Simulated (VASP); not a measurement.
# CsC2 (I4/mmm) in VASP: relaxation of cell and atoms with PBE

Aim: the relaxation of cell and atoms of CsC2 with PBE.

Everything below comes from runs of VASP 6.6.1. Logs are shortened: lines on timing, memory, paths and dates and some standing lists are left out, and cuts for length are marked.

## (1) The cell of the first run

It takes space group I4/mmm (No. 139, tetragonal). The conventional cell has a = 6.385 Å, b = 6.385 Å, c = 2.813 Å, α = 90.00°, β = 90.00°, γ = 90.00°. Within 3.9 Å of Cs (site symmetry 4/mmm) lie 2 Cs at 2.81 Å and 16 C at 3.27 to 3.83 Å. C (site symmetry -4m2) has 2 C at 1.41 Å within 1.9 Å.

The cell was generated, and may not be a known phase.

## (2) Relaxation of cell and atoms, PBE

Input file INCAR:

```
ALGO = Normal
EDIFF = 1E-7
EDIFFG = -0.01
ENCUT = 600
GGA = PE
IBRION = 2
ISIF = 3
ISMEAR = 0
LASPH = T
LCHARG = F
LREAL = F
LWAVE = F
NELM = 60
NSW = 100
PREC = Accurate
SIGMA = 0.1
```

Input file KPOINTS:

```
k-points
0
Gamma
  18 18 18
```

Input file POSCAR:

```
CsC2
1.0
   -3.1926572575      3.1926572575      1.4066157533
    3.1926572575     -3.1926572575      1.4066157533
    3.1926572575      3.1926572575     -1.4066157533
Cs C
1 2
Direct
    0.0000000000      0.0000000000      0.0000000000
    0.7500000000      0.2500000000      0.5000000000
    0.2500000000      0.7500000000      0.5000000000
```

Potentials or basis: VASP PAW PBE potentials, release 64 (Cs_sv, C).

Command:

```bash
> cat potpaw_PBE.64/Cs_sv/POTCAR potpaw_PBE.64/C/POTCAR > POTCAR
> mpirun -np 1 vasp_std > vasp.out
```

OUTCAR:

```text
EDIFF = 1E-7
   EDIFFG = -0.01
   ENCUT = 600
   GGA = PE
   IBRION = 2
   ISIF = 3
   ISMEAR = 0
   LASPH = T
   LREAL = F
   NELM = 60
   NSW = 100
   PREC = Accurate

 ion  position               nearest neighbor table
   1  0.000  0.000  0.000-
   2  0.750  0.250  0.500-   3 1.41   3 1.41
   3  0.250  0.750  0.500-   2 1.41   2 1.41

  LATTYP: Found a body centered tetragonal cell.
 ALAT       =     6.3853145150
 C/A-ratio  =     0.4405783771

  Lattice vectors:

 A1 = (  -3.1926572575,   3.1926572575,   1.4066157533)
 A2 = (   3.1926572575,  -3.1926572575,   1.4066157533)
 A3 = (   3.1926572575,   3.1926572575,  -1.4066157533)

Analysis of symmetry for initial positions (statically):
=====================================================================
 Subroutine PRICEL returns:
 Original cell was already a primitive cell.

 Routine SETGRP: Setting up the symmetry group for a
 body centered tetragonal supercell.

 Subroutine GETGRP returns: Found 16 space group operations
 (whereof 16 operations were pure point group operations)
 out of a pool of 16 trial point group operations.

The static configuration has the point symmetry D_4h.

Analysis of symmetry for dynamics (positions and initial velocities):
=====================================================================
 Subroutine PRICEL returns:
 Original cell was already a primitive cell.

 Routine SETGRP: Setting up the symmetry group for a
 body centered tetragonal supercell.

 Subroutine GETGRP returns: Found 16 space group operations
 (whereof 16 operations were pure point group operations)
 out of a pool of 16 trial point group operations.

The dynamic configuration has the point symmetry D_4h.

 Subroutine INISYM returns: Found 16 space group operations
 (whereof 16 operations are pure point group operations),
 and found     1 'primitive' translations

----------------------------------------------------------------------------------------

                                     Primitive cell

  volume of cell :      57.3509

  direct lattice vectors                    reciprocal lattice vectors
    -3.192657258  3.192657258  1.406615753     0.000000000  0.156609357  0.355463103
     3.192657258 -3.192657258  1.406615753     0.156609357  0.000000000  0.355463103
     3.192657258  3.192657258 -1.406615753     0.156609357  0.156609357  0.000000000

  length of vectors
     4.729131908  4.729131908  4.729131908     0.388433402  0.388433402  0.221479077

  position of ions in fractional coordinates (direct lattice)
     0.000000000  0.000000000  0.000000000
     0.750000000  0.250000000  0.500000000
     0.250000000  0.750000000  0.500000000

  ion indices of the primitive-cell ions
   primitive index   ion index
                 1           1
                 2           2
                 3           3

----------------------------------------------------------------------------------------

 KPOINTS: k-points

Automatic generation of k-mesh.
 Grid dimensions read from file:
 generate k-points for:   18   18   18

 Generating k-lattice:

  Cartesian coordinates                     Fractional coordinates (reciprocal lattice)
     0.000000000  0.008700520  0.019747950     0.055555556 -0.000000000  0.000000000
     0.008700520  0.000000000  0.019747950    -0.000000000  0.055555556  0.000000000
     0.008700520  0.008700520  0.000000000     0.000000000  0.000000000  0.055555556

  Length of vectors
     0.021579633  0.021579633  0.012304393

  Shift w.r.t. Gamma in fractional coordinates (k-lattice)
     0.000000000  0.000000000  0.000000000

 Subroutine IBZKPT returns following result:
 ===========================================

 Found    480 irreducible k-points:

 Following reciprocal coordinates:
            Coordinates               Weight
  0.000000  0.000000  0.000000      1.000000
  0.055556  0.000000 -0.000000      8.000000
  0.111111  0.000000 -0.000000      8.000000
  0.166667 -0.000000  0.000000      8.000000
  0.222222  0.000000 -0.000000      8.000000
  0.277778 -0.000000  0.000000      8.000000
[... 16 lines left out ...]
 -0.277778  0.055556 -0.000000     16.000000
 -0.222222  0.055556  0.000000     16.000000
 [... further k-points ...]
   k-points           NKPTS =    480   k-points in BZ     NKDIM =    480   number of bands    NBANDS=     12
   number of dos      NEDOS =    301   number of ions     NIONS =      3
   total plane-waves  NPLWV =  64000
   dimension x,y,z NGX =    40 NGY =   40 NGZ =   40
   dimension x,y,z NGXF=    80 NGYF=   80 NGZF=   80
   ions per type =               1   2
   NGX,Y,Z   is equivalent  to a cutoff of  14.06, 14.06, 14.06 a.u.
   NGXF,Y,Z  is equivalent  to a cutoff of  28.12, 28.12, 28.12 a.u.
 SYSTEM =  unknown system
   PREC   = accura    normal or accurate (medium, high low for compatibility)
   ISTART =      0    job   : 0-new  1-cont  2-samecut
   ICHARG =      2    charge: 1-file 2-atom 10-const
   ISPIN  =      1    spin polarized calculation?
   LNONCOLLINEAR =      F non collinear calculations
   LSORBIT =      F    spin-orbit coupling
   LASPH  =      T    aspherical Exc in radial PAW
   ENCUT  =  600.0 eV  44.10 Ry    6.64 a.u.   9.45  9.45  9.45*2*pi/ulx,y,z
   NELM   =     60;   NELMIN=  2; NELMDL= -5     # of ELM steps
   EDIFF  = 0.1E-06   stopping-criterion for ELM
   LREAL  =      F    real-space projection
   EDIFFG = -.1E-01   stopping-criterion for IOM
   NSW    =    100    number of steps for IOM
   IBRION =      2    ionic relax: 0-MD 1-quasi-New 2-CG
   NFREE  =      1    steps in history (QN), initial steepest desc. (CG)
   ISIF   =      3    stress and relaxation
   ISYM   =      2    0-nonsym 1-usesym 2-fastsym
   POTIM  = 0.5000    time-step for ionic-motion
   TEBEG  =    0.0;   TEEND  =   0.0 temperature during run
   PSTRESS=    0.0 pullay stress
   NELECT =      17.0000    total number of electrons
   NUPDOWN=      -1.0000    fix difference up-down
   EMIN   =  10.00;   EMAX   =-10.00  energy-range for DOS
   EFERMI =   0.00;   METHOD = LEGACY
   ISMEAR =     0;   SIGMA  =   0.10  broadening in eV -4-tet -1-fermi 0-gaus
   EFERMI_NEDOS =   21; number of points for ismear=-14 and -15
   IALGO  =     38    algorithm
   IMIX   =      4    mixing-type and parameters
     AMIX     =   0.40;   BMIX     =  1.00
     AMIX_MAG =   1.60;   BMIX_MAG =  1.00
  volume/ion in A,a.u.               =      19.12       129.01
  Fermi-wavevector in a.u.,A,eV,Ry     =   1.091552  2.062734 16.211150  1.191486
  Thomas-Fermi vector in A             =   2.227800
   LORBIT       =      0    0 simple, 1 ext, 2 COOP (PROOUT), +10 PAW based schemes
   GGA     = PE    functional components
   LHFCALC =     F    Hartree Fock is set to
   AEXX    =    0.0000 exact exchange contribution
   IVDW    =     0    specifies the selected vdW correction
   LEPSILON=     F    determine dielectric tensor
   LRPA    =     F    only Hartree local field effects (RPA)
 conjugate gradient relaxation of ions
 non-spin polarized calculation
 Gauss-broadening in eV      SIGMA  =   0.10
  energy-cutoff  :      600.00
  volume of cell :       57.35
 maximum number of plane-waves:      1938
 NGX is ok and might be reduce to    40
   NGX = 19   NGY = 19   NGZ = 19

--------------------------------------- Ionic step        1  -------------------------------------------

 number of electron      17.0000000 magnetization

 Free energy of the ion-electron system (eV)
  ---------------------------------------------------
  ext. energy  EPLUGINS =         0.00000000
  ---------------------------------------------------
  free energy    TOTEN  =       -16.45181775 eV

  energy without entropy =      -16.44793163  energy(sigma->0) =      -16.44987469

------------------------ aborting loop because EDIFF is reached ----------------------------------------

  FORCE on cell =-STRESS in cart. coord.  units (eV):
  Direction    XX          YY          ZZ          XY          YZ          ZX
  --------------------------------------------------------------------------------------
  -------------------------------------------------------------------------------------
  Total        0.2383102      0.2383102      0.0682207      0.0000000      0.0000000      0.0000000
  in kB        6.6575299      6.6575299      1.9058418      0.0000000      0.0000000      0.0000000
  external PRESSURE =       5.0736339 kB  Pullay stress =       0.0000000 kB

 VOLUME and BASIS-vectors are now :
 -----------------------------------------------------------------------------
  energy-cutoff  :      600.00
  volume of cell :       57.35
      direct lattice vectors                 reciprocal lattice vectors
    -3.192657258  3.192657258  1.406615753     0.000000000  0.156609357  0.355463103
     3.192657258 -3.192657258  1.406615753     0.156609357  0.000000000  0.355463103
     3.192657258  3.192657258 -1.406615753     0.156609357  0.156609357  0.000000000
[... 112 lines left out ...]
 POSITION                                       TOTAL-FORCE (eV/Angst)
 -----------------------------------------------------------------------------------
      3.21982      3.21982      1.40443         0.000000      0.000000     -0.000000
      0.00000      3.21982      0.70221         0.000000     -0.000000      0.000000
      3.21982      0.00000      0.70221        -0.000000      0.000000     -0.000000
 -----------------------------------------------------------------------------------
    total drift:                                0.000000     -0.000000      0.000000

  FREE ENERGIE OF THE ION-ELECTRON SYSTEM (eV)
  ---------------------------------------------------
  free  energy   TOTEN  =       -16.4525546023 eV

  energy  without entropy=      -16.4487191526  energy(sigma->0) =      -16.45063688

--------------------------------------- Ionic step        5  -------------------------------------------

 number of electron      17.0000001 magnetization

 Free energy of the ion-electron system (eV)
  ---------------------------------------------------
  ext. energy  EPLUGINS =         0.00000000
  ---------------------------------------------------
  free energy    TOTEN  =       -16.45335046 eV

  energy without entropy =      -16.44946877  energy(sigma->0) =      -16.45140962

 E-fermi :   4.6268     XC(G=0):  -9.2873

 val. band max:        4.6187670941   @ k =  -0.2778  -0.3333   0.2778
 cond. band min:       4.6277720240   @ k =  -0.2778  -0.3333   0.0556
 fundamental gap:      0.0090049299
 Fermi energy:         4.6268283810

 k-point     1 :       0.0000    0.0000    0.0000
  band No.  band energies     occupation
      1     -20.0339      2.00000
      2     -11.9583      2.00000
      3      -6.4920      2.00000
      4      -6.4920      2.00000
      5      -4.4916      2.00000
      6      -1.6868      2.00000
      7      -0.9653      2.00000
      8      -0.9653      2.00000
      9       4.8996      0.00011
     10       5.6774      0.00000
     11       7.7529      0.00000
     12       7.9329      0.00000

 k-point     2 :       0.0556    0.0000   -0.0000
  band No.  band energies     occupation
      1     -19.9894      2.00000
      2     -11.9236      2.00000
      3      -6.4574      2.00000
      4      -6.4463      2.00000
      5      -4.5994      2.00000
      6      -2.0819      2.00000
      7      -0.9399      2.00000
      8      -0.9148      2.00000
      9       4.9808      0.00000
     10       5.7693      0.00000
     11       7.8914      0.00000
     12       8.1855      0.00000
[... 316 lines left out ...]
 k-point    24 :      -0.2222    0.0556    0.0000
  band No.  band energies     occupation
      1     -19.6425      2.00000
      2     -11.6581      2.00000
      3      -6.2073      2.00000
      4      -6.0787      2.00000
      5      -5.3641      2.00000
      6      -4.3247      2.00000
      7      -0.8267      2.00000
      8      -0.5391      2.00000
      9       5.8054      0.00000
     10       6.6194      0.00000
     11       8.5801      0.00000
     12       8.7108      0.00000

 [... further k-points ...]

------------------------ aborting loop because EDIFF is reached ----------------------------------------

  FORCE on cell =-STRESS in cart. coord.  units (eV):
  Direction    XX          YY          ZZ          XY          YZ          ZX
  --------------------------------------------------------------------------------------
  -------------------------------------------------------------------------------------
  Total       -0.0039470     -0.0039470     -0.0034155      0.0000000     -0.0000000      0.0000000
  in kB       -0.1087769     -0.1087769     -0.0941283      0.0000000     -0.0000000      0.0000000
  external PRESSURE =      -0.1038940 kB  Pullay stress =       0.0000000 kB

 VOLUME and BASIS-vectors are now :
 -----------------------------------------------------------------------------
  energy-cutoff  :      600.00
  volume of cell :       58.14
      direct lattice vectors                 reciprocal lattice vectors
    -3.213548152  3.213548152  1.407397191     0.000000000  0.155591258  0.355265737
     3.213548152 -3.213548152  1.407397191     0.155591258  0.000000000  0.355265737
     3.213548152  3.213548152 -1.407397191     0.155591258  0.155591258  0.000000000

 POSITION                                       TOTAL-FORCE (eV/Angst)
 -----------------------------------------------------------------------------------
      0.00000      0.00000      0.00000         0.000000      0.000000     -0.000000
     -0.00000      3.21355      0.70370         0.000000     -0.000000      0.000000
      3.21355     -0.00000      0.70370        -0.000000      0.000000      0.000000
 -----------------------------------------------------------------------------------
    total drift:                               -0.000000      0.000000     -0.000000

  FREE ENERGIE OF THE ION-ELECTRON SYSTEM (eV)
  ---------------------------------------------------
  free  energy   TOTEN  =       -16.4533504620 eV

  energy  without entropy=      -16.4494687681  energy(sigma->0) =      -16.45140962

 reached required accuracy - stopping structural energy minimisation
```

Wall time 42 min (1 thread of AMD EPYC 7R13, shared host); peak memory 0.58 GiB.

What came out:

```
Free energy                           : -16.4534 eV
Relaxed volume                        : 19.38 Å³/atom
Relaxed cell                          : a = 4.758 Å, b = 4.758 Å, c = 4.758 Å, α = 95.02°, β = 95.02°, γ = 145.59°
Space group after relaxing (to 0.1 Å) : I4/mmm (No. 139)
Energy gained by relaxing             : 0.5 meV/atom
Ionic steps                           : 5
Pressure after relaxing               : 0.0 GPa
Band gap on the k mesh                : zero (an odd number of electrons rules out a gap without spin polarisation)
```

Step by step:
```
step  energy change (eV)  largest force (eV/Å)  pressure (GPa)  volume (Å³)
   1              0.0000                0.0000            0.51        57.35
   2             -0.0012                0.0000            0.02        57.85
   3             -0.0013                0.0000           -0.20        58.08
   4             -0.0007                0.0000            0.39        58.24
   5             -0.0015                0.0000           -0.01        58.14
```

Final structure:
```yaml
crystal:
  lattice:
    - [-3.21355, 3.21355, 1.40740]
    - [3.21355, -3.21355, 1.40740]
    - [3.21355, 3.21355, -1.40740]
  atoms:
    - { symbol: Cs, position: [0.00000, 0.00000, 0.00000] }
    - { symbol: C, position: [0.75000, 0.25000, 0.50000] }
    - { symbol: C, position: [0.25000, 0.75000, 0.50000] }
```

Levels at points of the mesh, in eV from the Fermi level:
```
           k point  band 4  band 5  band 6  band 7  band 8  band 9  band 10  band 11  band 12
(0.00, 0.00, 0.00)  -11.12   -9.12   -6.31   -5.59   -5.59    0.27     1.05     3.13     3.31
(0.50, 0.00, 0.00)  -13.71   -9.63   -9.41   -2.54   -2.12   -1.87    -1.45     0.92     2.28
(0.50, 0.50, 0.00)  -10.94   -9.11   -6.48   -6.33   -6.23    2.48     3.01     3.06     4.52
(0.50, 0.50, 0.50)  -11.59   -9.13   -6.35   -5.45   -5.45    2.86     3.10     3.17     5.38
```

Caveat: spin-orbit coupling is left out, which moves the levels of the heavy elements; an odd number of electrons without spin polarisation forces a metal; a magnetic or distorted state may lie lower.
